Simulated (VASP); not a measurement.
Input of a VASP 6.6.1 run:

Contents of INCAR:

```
SYSTEM = Ru
PREC = Accurate
ENCUT = 520
EDIFF = 1E-6
ISMEAR = 0
SIGMA = 0.15
LREAL = .False.
LASPH = .True.
NELM = 60
ALGO = Fast
ISIF = 2
LWAVE = .False.
LCHARG = .False.
GGA = PE
NBANDS = 13
```

Contents of KPOINTS:

```
Automatic mesh
0
Gamma
  20 20 20
  0 0 0
```

File POSCAR:

```
Ru
1.0
    0.0000000000      2.0003382413      2.0003382413
    2.0003382413      0.0000000000      2.0003382413
    2.0003382413      2.0003382413      0.0000000000
Ru
1
Direct
    0.0000000000      0.0000000000      0.0000000000
```

Potentials or basis: VASP PAW PBE potentials, release 64 (Ru_pv).

Run with:

```console
$ cat potpaw_PBE.64/Ru_pv/POTCAR > POTCAR
$ mpirun -np 1 vasp_std > vasp.out
```

Problem. What does it give for the pressure?

Solution. -31.2 GPa.

Problem. Predict the band gap on the k mesh.

Solution. Zero (band 7 reaches 11.69 eV, above the bottom of band 8 at 8.93 eV).
